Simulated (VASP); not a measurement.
Wanted: the native input for a VASP 6.6.1 run.

- Task: single point
- Functional: r2SCAN
- Potentials or basis: VASP PAW PBE potentials, release 64 (Os)
- Cutoff: 520 eV
- k mesh: 18 × 18 × 10
- Occupations: gaussian, width 0.05 eV
- Spin: no spin polarisation
- Dipole correction: no
- Further INCAR settings: ALGO = Normal; EDIFF = 1e-06; NBANDS = 15

Os:

```
CELL_PARAMETERS angstrom
2.73581 0.00000 0.00000
-1.36790 2.36928 0.00000
0.00000 0.00000 4.32395
ATOMIC_POSITIONS crystal
Os 0.33333 0.66667 0.75000
Os 0.66667 0.33333 0.25000
```

These files were run (other wordings do the same):

POSCAR

```
Os
1.0
    2.7358087230      0.0000000000      0.0000000000
   -1.3679043615      2.3692798540      0.0000000000
    0.0000000000      0.0000000000      4.3239478308
Os
2
Direct
    0.3333333333      0.6666666667      0.7500000000
    0.6666666667      0.3333333333      0.2500000000
```

INCAR.step1

```
SYSTEM = Os
PREC = Accurate
ENCUT = 520
ISMEAR = 0
SIGMA = 0.05
LREAL = .FALSE.
LASPH = .TRUE.
NELM = 60
NBANDS = 15
GGA = PE
ALGO = Normal
EDIFF = 1E-4
LWAVE = .TRUE.
LCHARG = .FALSE.
```

INCAR.step2

```
SYSTEM = Os
PREC = Accurate
ENCUT = 520
EDIFF = 1E-6
ISMEAR = 0
SIGMA = 0.05
LREAL = .FALSE.
LASPH = .TRUE.
NELM = 60
ALGO = Normal
ISIF = 2
LWAVE = .FALSE.
LCHARG = .TRUE.
METAGGA = R2SCAN
LMIXTAU = .TRUE.
LELF = .TRUE.
LVHAR = .TRUE.
NBANDS = 15
ISTART = 1
```

KPOINTS

```
Automatic mesh
0
G
  18 18 10
  0 0 0
```

Potentials or basis: VASP PAW PBE potentials, release 64 (Os).

Command:

```console
$ cat potpaw_PBE.64/Os/POTCAR > POTCAR
$ cp INCAR.step1 INCAR
$ mpirun -np 1 vasp_std > vasp.out
$ cp INCAR.step2 INCAR
$ mpirun -np 1 vasp_std > vasp.out
```

It gave:

The pressure is 1.0 GPa and the band gap on the k mesh is zero (bands 8 and 9 overlap by 4.07 eV).

Caveat: the PAW data sets were made with another functional, which shifts forces and pressure a little; spin-orbit coupling is left out, which moves the levels of the heavy elements.

Wall time 120 s on 1 thread of AMD EPYC 9R45 96-Core Processor (Zen 5), on a shared host, peak memory 0.17 GiB.
